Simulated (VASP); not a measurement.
# PdAuN (P4/mmm) in VASP: a series of runs

Runs on PdAuN. Level: PBE. Tasks: single point, relaxation of cell and atoms.

Everything below comes from runs of VASP 6.6.1. Logs are shortened: lines on timing, memory, paths and dates and some standing lists are left out, and cuts for length are marked.

## 1. The cell of the first run

The structure is tetragonal, space group P4/mmm (No. 123). The conventional cell has a = 3.861 Å, b = 3.861 Å, c = 3.657 Å, α = 90.00°, β = 90.00°, γ = 90.00°. Within 2.4 Å of Pd (site symmetry 4/mmm) lie 2 N at 1.83 Å. Within 3.7 Å of Au (site symmetry 4/mmm) lie 4 Pd at 2.73 Å and 8 N at 3.29 Å and 2 Au at 3.66 Å. N (site symmetry 4/mmm) has 2 Pd at 1.83 Å within 2.4 Å.

The cell was generated, and may not be a known phase.

## 2. Single point, PBE

INCAR

```
SYSTEM = PdAuN
  PREC = Accurate
  ENCUT = 600
  EDIFF = 1E-6
  ISMEAR = 0
  SIGMA = 0.1
  LREAL = .False.
  LASPH = .True.
  NELM = 120
  ALGO = Normal
  ISIF = 2
  LWAVE = .False.
  LCHARG = .False.
  GGA = PE
  NBANDS = 20
  GGA_COMPAT = .False.
```

KPOINTS

```
Automatic mesh
0
Gamma
  12 12 12
  0 0 0
```

POSCAR

```
PdAuN
1.0
    3.8608517609      0.0000000000      0.0000000000
    0.0000000000      3.8608517609      0.0000000000
    0.0000000000      0.0000000000      3.6566845334
Pd Au N
1 1 1
Direct
    0.5000000000      0.5000000000      0.0000000000
    0.0000000000      0.0000000000      0.0000000000
    0.5000000000      0.5000000000      0.5000000000
```

Potentials or basis: VASP PAW PBE potentials, release 64 (Pd, Au, N).

The run is started by

```bash
$ cat potpaw_PBE.64/Pd/POTCAR potpaw_PBE.64/Au/POTCAR potpaw_PBE.64/N/POTCAR > POTCAR
$ mpirun -np 1 vasp_std > vasp.out
```

OUTCAR:

```text
SYSTEM = PdAuN
   PREC = Accurate
   ENCUT = 600
   EDIFF = 1E-6
   ISMEAR = 0
   LREAL = .False.
   LASPH = .True.
   NELM = 120
   ISIF = 2
   GGA = PE

 ion  position               nearest neighbor table
   1  0.500  0.500  0.000-   3 1.83   3 1.83   2 2.73   2 2.73   2 2.73   2 2.73
   2  0.000  0.000  0.000-   1 2.73   1 2.73   1 2.73   1 2.73
   3  0.500  0.500  0.500-   1 1.83   1 1.83

  LATTYP: Found a simple tetragonal cell.
 ALAT       =     3.8608517609
 C/A-ratio  =     0.9471186049

  Lattice vectors:

 A1 = (   3.8608517609,   0.0000000000,   0.0000000000)
 A2 = (   0.0000000000,   3.8608517609,   0.0000000000)
 A3 = (   0.0000000000,   0.0000000000,   3.6566845334)

Analysis of symmetry for initial positions (statically):
=====================================================================
 Subroutine PRICEL returns:
 Original cell was already a primitive cell.

 Routine SETGRP: Setting up the symmetry group for a
 simple tetragonal supercell.

 Subroutine GETGRP returns: Found 16 space group operations
 (whereof 16 operations were pure point group operations)
 out of a pool of 16 trial point group operations.

The static configuration has the point symmetry D_4h.

Analysis of symmetry for dynamics (positions and initial velocities):
=====================================================================
 Subroutine PRICEL returns:
 Original cell was already a primitive cell.

 Routine SETGRP: Setting up the symmetry group for a
 simple tetragonal supercell.

 Subroutine GETGRP returns: Found 16 space group operations
 (whereof 16 operations were pure point group operations)
 out of a pool of 16 trial point group operations.

The dynamic configuration has the point symmetry D_4h.

 Subroutine INISYM returns: Found 16 space group operations
 (whereof 16 operations are pure point group operations),
 and found     1 'primitive' translations

----------------------------------------------------------------------------------------

                                     Primitive cell

  volume of cell :      54.5072

  direct lattice vectors                    reciprocal lattice vectors
     3.860851761  0.000000000  0.000000000     0.259010203  0.000000000  0.000000000
     0.000000000  3.860851761  0.000000000     0.000000000  0.259010203  0.000000000
     0.000000000  0.000000000  3.656684533     0.000000000  0.000000000  0.273471772

  length of vectors
     3.860851761  3.860851761  3.656684533     0.259010203  0.259010203  0.273471772

  position of ions in fractional coordinates (direct lattice)
     0.500000000  0.500000000  0.000000000
     0.000000000  0.000000000  0.000000000
     0.500000000  0.500000000  0.500000000

  ion indices of the primitive-cell ions
   primitive index   ion index
                 1           1
                 2           2
                 3           3

----------------------------------------------------------------------------------------

 KPOINTS: Automatic mesh

Automatic generation of k-mesh.
 Grid dimensions read from file:
 generate k-points for:   12   12   12

 Generating k-lattice:

  Cartesian coordinates                     Fractional coordinates (reciprocal lattice)
     0.021584184  0.000000000  0.000000000     0.083333333  0.000000000  0.000000000
     0.000000000  0.021584184  0.000000000     0.000000000  0.083333333  0.000000000
     0.000000000  0.000000000  0.022789314     0.000000000  0.000000000  0.083333333

  Length of vectors
     0.021584184  0.021584184  0.022789314

  Shift w.r.t. Gamma in fractional coordinates (k-lattice)
     0.000000000  0.000000000  0.000000000

 Subroutine IBZKPT returns following result:
 ===========================================

 Found    196 irreducible k-points:

 Following reciprocal coordinates:
            Coordinates               Weight
  0.000000  0.000000  0.000000      1.000000
  0.083333  0.000000  0.000000      4.000000
  0.166667  0.000000  0.000000      4.000000
  0.250000  0.000000  0.000000      4.000000
  0.333333  0.000000  0.000000      4.000000
  0.416667  0.000000  0.000000      4.000000
[... 16 lines left out ...]
  0.333333  0.333333  0.000000      4.000000
  0.416667  0.333333  0.000000      8.000000
 [... further k-points ...]
   k-points           NKPTS =    196   k-points in BZ     NKDIM =    196   number of bands    NBANDS=     20
   number of dos      NEDOS =    301   number of ions     NIONS =      3
   total plane-waves  NPLWV =  30720
   dimension x,y,z NGX =    32 NGY =   32 NGZ =   30
   dimension x,y,z NGXF=    64 NGYF=   64 NGZF=   60
   ions per type =               1   1   1
   NGX,Y,Z   is equivalent  to a cutoff of  13.78, 13.78, 13.64 a.u.
   NGXF,Y,Z  is equivalent  to a cutoff of  27.56, 27.56, 27.28 a.u.
 SYSTEM =  PdAuN
   PREC   = accura    normal or accurate (medium, high low for compatibility)
   ISTART =      0    job   : 0-new  1-cont  2-samecut
   ICHARG =      2    charge: 1-file 2-atom 10-const
   ISPIN  =      1    spin polarized calculation?
   LNONCOLLINEAR =      F non collinear calculations
   LSORBIT =      F    spin-orbit coupling
   LASPH  =      T    aspherical Exc in radial PAW
   ENCUT  =  600.0 eV  44.10 Ry    6.64 a.u.   7.71  7.71  7.30*2*pi/ulx,y,z
   NELM   =    120;   NELMIN=  2; NELMDL= -5     # of ELM steps
   EDIFF  = 0.1E-05   stopping-criterion for ELM
   LREAL  =      F    real-space projection
   EDIFFG = 0.1E-04   stopping-criterion for IOM
   NSW    =      0    number of steps for IOM
   IBRION =     -1    ionic relax: 0-MD 1-quasi-New 2-CG
   NFREE  =      0    steps in history (QN), initial steepest desc. (CG)
   ISIF   =      2    stress and relaxation
   ISYM   =      2    0-nonsym 1-usesym 2-fastsym
   POTIM  = 0.5000    time-step for ionic-motion
   TEBEG  =    0.0;   TEEND  =   0.0 temperature during run
   PSTRESS=    0.0 pullay stress
   NELECT =      26.0000    total number of electrons
   NUPDOWN=      -1.0000    fix difference up-down
   EMIN   =  10.00;   EMAX   =-10.00  energy-range for DOS
   EFERMI =   0.00;   METHOD = LEGACY
   ISMEAR =     0;   SIGMA  =   0.10  broadening in eV -4-tet -1-fermi 0-gaus
   EFERMI_NEDOS =   21; number of points for ismear=-14 and -15
   IALGO  =     38    algorithm
   IMIX   =      4    mixing-type and parameters
     AMIX     =   0.40;   BMIX     =  1.00
     AMIX_MAG =   1.60;   BMIX_MAG =  1.00
  volume/ion in A,a.u.               =      18.17       122.61
  Fermi-wavevector in a.u.,A,eV,Ry     =   1.279130  2.417205 22.261494  1.636174
  Thomas-Fermi vector in A             =   2.411633
   LORBIT       =      0    0 simple, 1 ext, 2 COOP (PROOUT), +10 PAW based schemes
   GGA     = PE    functional components
   LHFCALC =     F    Hartree Fock is set to
   AEXX    =    0.0000 exact exchange contribution
   IVDW    =     0    specifies the selected vdW correction
   LEPSILON=     F    determine dielectric tensor
   LRPA    =     F    only Hartree local field effects (RPA)
 non-spin polarized calculation
 Gauss-broadening in eV      SIGMA  =   0.10
  energy-cutoff  :      600.00
  volume of cell :       54.51
 maximum number of plane-waves:      1836
 NGX is ok and might be reduce to    32
   NGX = 15   NGY = 15   NGZ = 15

 number of electron      26.0000000 magnetization

 Free energy of the ion-electron system (eV)
  ---------------------------------------------------
  ext. energy  EPLUGINS =         0.00000000
  ---------------------------------------------------
  free energy    TOTEN  =       -13.92959893 eV

  energy without entropy =      -13.92488269  energy(sigma->0) =      -13.92724081

 E-fermi :   4.5858     XC(G=0): -10.6126

 val. band max:        4.5464500469   @ k =   0.4167   0.0833   0.4167
 cond. band min:       4.5920498685   @ k =   0.5000   0.2500   0.4167
 fundamental gap:      0.0455998216
 Fermi energy:         4.5858270957

 k-point     1 :       0.0000    0.0000    0.0000
  band No.  band energies     occupation
      1     -10.5850      2.00000
      2      -1.3010      2.00000
      3      -0.3925      2.00000
      4      -0.2779      2.00000
      5       0.8212      2.00000
      6       0.8212      2.00000
[... 12 lines left out ...]
     19      15.2476      0.00000
     20      15.4533      0.00000

 k-point     2 :       0.0833    0.0000    0.0000
  band No.  band energies     occupation
      1     -10.5794      2.00000
      2      -1.2337      2.00000
      3      -0.3453      2.00000
      4      -0.2283      2.00000
      5       0.8248      2.00000
      6       0.8368      2.00000
[... 12 lines left out ...]
     19      15.3627      0.00000
     20      15.7862      0.00000

 k-point     3 :       0.1667    0.0000    0.0000
  band No.  band energies     occupation
      1     -10.5641      2.00000
      2      -1.0394      2.00000
      3      -0.2050      2.00000
      4      -0.0846      2.00000
      5       0.8359      2.00000
      6       0.8811      2.00000
[... 12 lines left out ...]
     19      15.4124      0.00000
     20      16.5665      0.00000

 k-point     4 :       0.2500    0.0000    0.0000
  band No.  band energies     occupation
      1     -10.5432      2.00000
      2      -0.7462      2.00000
      3       0.0251      2.00000
      4       0.1385      2.00000
      5       0.8554      2.00000
      6       0.9464      2.00000
[... 12 lines left out ...]
     19      15.4787      0.00000
     20      17.2454      0.00000

 k-point     5 :       0.3333    0.0000    0.0000
  band No.  band energies     occupation
      1     -10.5221      2.00000
      2      -0.4164      2.00000
      3       0.3384      2.00000
      4       0.4156      2.00000
      5       0.8819      2.00000
      6       1.0190      2.00000
[... 12 lines left out ...]
     19      15.5777      0.00000
     20      17.3675      0.00000
[... 353 lines left out ...]
      6       1.0308      2.00000
[... 12 lines left out ...]
     19      15.4541      0.00000
     20      17.9474      0.00000

 k-point    22 :       0.5000    0.2500    0.0000
  band No.  band energies     occupation
      1     -10.4725      2.00000
      2       0.0014      2.00000
      3       0.2933      2.00000
      4       0.6891      2.00000
      5       0.7184      2.00000
      6       1.0129      2.00000
[... 12 lines left out ...]
     19      15.6023      0.00000
     20      18.0594      0.00000

 k-point    23 :       0.3333    0.3333    0.0000
  band No.  band energies     occupation
      1     -10.4743      2.00000
      2      -0.3445      2.00000
      3       0.5855      2.00000
      4       0.6160      2.00000
      5       0.7705      2.00000
      6       1.0124      2.00000
[... 12 lines left out ...]
     19      15.4455      0.00000
     20      18.0640      0.00000

 k-point    24 :       0.4167    0.3333    0.0000
  band No.  band energies     occupation
      1     -10.4625      2.00000
      2      -0.2059      2.00000
      3       0.3174      2.00000
      4       0.5705      2.00000
      5       0.6684      2.00000
      6       1.1518      2.00000
[... 12 lines left out ...]
     19      15.7456      0.00000
     20      18.3710      0.00000

 [... further k-points ...]

------------------------ aborting loop because EDIFF is reached ----------------------------------------

  FORCE on cell =-STRESS in cart. coord.  units (eV):
  Direction    XX          YY          ZZ          XY          YZ          ZX
  --------------------------------------------------------------------------------------
  -------------------------------------------------------------------------------------
  Total       -0.0843940     -0.0843940     -0.3977620      0.0000000      0.0000000      0.0000000
  in kB       -2.4806662     -2.4806662    -11.6917675      0.0000000      0.0000000      0.0000000
  external PRESSURE =      -5.5510333 kB  Pullay stress =       0.0000000 kB

 VOLUME and BASIS-vectors are now :
 -----------------------------------------------------------------------------
  energy-cutoff  :      600.00
  volume of cell :       54.51
      direct lattice vectors                 reciprocal lattice vectors
     3.860851761  0.000000000  0.000000000     0.259010203  0.000000000  0.000000000
     0.000000000  3.860851761  0.000000000     0.000000000  0.259010203  0.000000000
     0.000000000  0.000000000  3.656684533     0.000000000  0.000000000  0.273471772

 POSITION                                       TOTAL-FORCE (eV/Angst)
 -----------------------------------------------------------------------------------
      1.93043      1.93043      0.00000         0.000000      0.000000      0.000000
      0.00000      0.00000      0.00000         0.000000      0.000000      0.000000
      1.93043      1.93043      1.82834         0.000000      0.000000      0.000000
 -----------------------------------------------------------------------------------
    total drift:                                0.000000     -0.000000     -0.000000

  FREE ENERGIE OF THE ION-ELECTRON SYSTEM (eV)
  ---------------------------------------------------
  free  energy   TOTEN  =       -13.9295989255 eV

  energy  without entropy=      -13.9248826949  energy(sigma->0) =      -13.92724081
```

Wall time 5.4 min (1 thread of Oxide Virtual Turin-like, shared host); peak memory 0.38 GiB.

Results:

```
Free energy            : -13.9296 eV
Pressure               : -0.6 GPa
Band gap on the k mesh : zero (bands 13 and 14 overlap by 2.75 eV)
```

Caveat: spin-orbit coupling is left out, which moves the levels of the heavy elements.

## 3. Single point, PBE

INCAR

```
PREC = Accurate
ENCUT = 600
EDIFF = 1E-6
ISMEAR = 0
SIGMA = 0.1
LREAL = F
LASPH = T
NELM = 120
ALGO = Normal
ISIF = 2
LWAVE = F
LCHARG = T
GGA = PE
LELF = T
LVHAR = T
NBANDS = 20
GGA_COMPAT = F
```

KPOINTS

```
regular mesh
0
Gamma
  12 12 12
```

POSCAR is that of step 2.

Potentials or basis: VASP PAW PBE potentials, release 64 (Pd, Au, N).

The run is started by

```bash
$ cat potpaw_PBE.64/Pd/POTCAR potpaw_PBE.64/Au/POTCAR potpaw_PBE.64/N/POTCAR > POTCAR
$ mpirun -np 1 vasp_std > vasp.out
```

Wall time 3.8 min (1 thread of Oxide Virtual Turin-like, shared host); peak memory 0.38 GiB.

Results (log left out):

| Quantity | Value |
| --- | --- |
| Free energy | -13.9296 eV |
| Pressure | -0.6 GPa |
| Band gap on the k mesh | zero (bands 13 and 14 overlap by 2.75 eV) |

Stress tensor (GPa, compression positive):
```
-0.25  0.00  0.00
 0.00 -0.25  0.00
 0.00  0.00 -1.17
```

Levels at points of the mesh, in eV from the Fermi level:
```csv
k point,band 11,band 12,band 13,band 14,band 15,band 16
"(0.00, 0.00, 0.00)",-1.88,-1.88,-1.22,-0.21,1.31,7.56
"(0.50, 0.00, 0.00)",-2.30,-2.22,-1.70,-1.24,0.49,4.04
"(0.50, 0.50, 0.00)",-2.30,-1.78,-1.78,-0.09,2.19,3.74
"(0.00, 0.00, 0.50)",-1.20,-0.20,1.51,1.51,2.69,5.84
"(0.50, 0.00, 0.50)",-2.19,-1.38,-0.19,1.01,1.52,5.18
"(0.50, 0.50, 0.50)",-1.33,1.30,1.30,2.45,2.45,2.62
```

Caveat: spin-orbit coupling is left out, which moves the levels of the heavy elements.

## 4. Relaxation of cell and atoms, PBE

This run uses another cell than the first one, of 18.23 Å³/atom.

INCAR

```
SYSTEM = PdAuN
ALGO     = Normal         ! electronic algorithm
EDIFF    = 1E-7           ! SCF threshold, eV
EDIFFG   = -0.01          ! ionic threshold
ENCUT    = 600            ! plane-wave cutoff, eV
GGA      = PE             ! functional
GGA_COMPAT= .FALSE.      
IBRION   = 2              ! ionic algorithm
ISIF     = 3              ! what is computed and relaxed
ISMEAR   = 0              ! smearing method
LASPH    = .TRUE.         ! aspherical terms in the spheres
LCHARG   = .FALSE.        ! write CHGCAR
LREAL    = .FALSE.        ! projectors in reciprocal space
LWAVE    = .FALSE.        ! write WAVECAR
NELM     = 120            ! most SCF steps
NELMIN   = 4            
NSW      = 100            ! ionic steps
PREC     = Accurate       ! precision mode
SIGMA    = 0.1            ! smearing width, eV
```

KPOINTS

```
k-points
0
G
  12 12 12
  0 0 0
```

POSCAR

```
PdAuN
1.0
    3.8710778914      0.0000000000      0.0000000000
    0.0000000000      3.8710778914      0.0000000000
    0.0000000000      0.0000000000      3.6494149633
Pd Au N
1 1 1
Direct
    0.5000000000      0.5000000000      0.0000000000
    0.0000000000      0.0000000000      0.0000000000
    0.5000000000      0.5000000000      0.5000000000
```

The run is started by

```bash
$ cat potpaw_PBE.64/Pd/POTCAR potpaw_PBE.64/Au/POTCAR potpaw_PBE.64/N/POTCAR > POTCAR
$ mpirun -np 1 vasp_std > vasp.out
```

Run time: 19 min. Hardware: 1 thread of Oxide Virtual Turin-like, shared host; peak memory 0.38 GiB.

It converged, with:

| Quantity | Value |
| --- | --- |
| Free energy | -13.9302 eV |
| Relaxed volume | 18.09 Å³/atom |
| Relaxed cell | a = 3.857 Å, b = 3.857 Å, c = 3.649 Å, α = 90.00°, β = 90.00°, γ = 90.00° |
| Space group after relaxing (to 0.1 Å) | P4/mmm (No. 123) |
| Energy gained by relaxing | 0.3 meV/atom |
| Ionic steps | 5 |
| Pressure after relaxing | 0.0 GPa |
| Band gap on the k mesh | zero (bands 13 and 14 overlap by 2.78 eV) |

Step by step:
| step | energy change (eV) | largest force (eV/Å) | pressure (GPa) | volume (Å³) |
| --- | --- | --- | --- | --- |
| 1 | 0.0000 | 0.0000 | -0.57 | 54.69 |
| 2 | -0.0009 | 0.0000 | 0.26 | 54.18 |
| 3 | -0.0009 | 0.0000 | 0.09 | 54.28 |
| 4 | -0.0008 | 0.0000 | -0.15 | 54.30 |
| 5 | -0.0010 | 0.0000 | 0.01 | 54.28 |

Final structure:
```yaml
crystal:
  lattice:
    - [3.85703, 0.00000, 0.00000]
    - [0.00000, 3.85703, 0.00000]
    - [0.00000, 0.00000, 3.64894]
  atoms:
    - { symbol: Pd, position: [0.50000, 0.50000, 0.00000] }
    - { symbol: Au, position: [0.00000, 0.00000, 0.00000] }
    - { symbol: N, position: [0.50000, 0.50000, 0.50000] }
```

Levels at points of the mesh, in eV from the Fermi level:
| k point | band 9 | band 10 | band 11 | band 12 | band 13 | band 14 | band 15 | band 16 | band 17 |
| --- | --- | --- | --- | --- | --- | --- | --- | --- | --- |
| (0.00, 0.00, 0.00) | -1.99 | -1.99 | -1.89 | -1.89 | -1.23 | -0.21 | 1.33 | 7.57 | 7.57 |
| (0.50, 0.00, 0.00) | -3.01 | -2.51 | -2.31 | -2.23 | -1.71 | -1.26 | 0.49 | 4.07 | 9.67 |
| (0.50, 0.50, 0.00) | -2.65 | -2.35 | -2.31 | -1.79 | -1.79 | -0.08 | 2.19 | 3.74 | 3.74 |
| (0.00, 0.00, 0.50) | -2.19 | -1.22 | -1.20 | -0.20 | 1.52 | 1.52 | 2.68 | 5.88 | 6.97 |
| (0.50, 0.00, 0.50) | -2.76 | -2.53 | -2.20 | -1.39 | -0.19 | 1.03 | 1.54 | 5.18 | 8.63 |
| (0.50, 0.50, 0.50) | -2.13 | -2.13 | -1.33 | 1.31 | 1.31 | 2.44 | 2.44 | 2.64 | 3.55 |

Caveat: spin-orbit coupling is left out, which moves the levels of the heavy elements.

The gap in the log of VASP goes by the Fermi energy; the results here count the filled bands.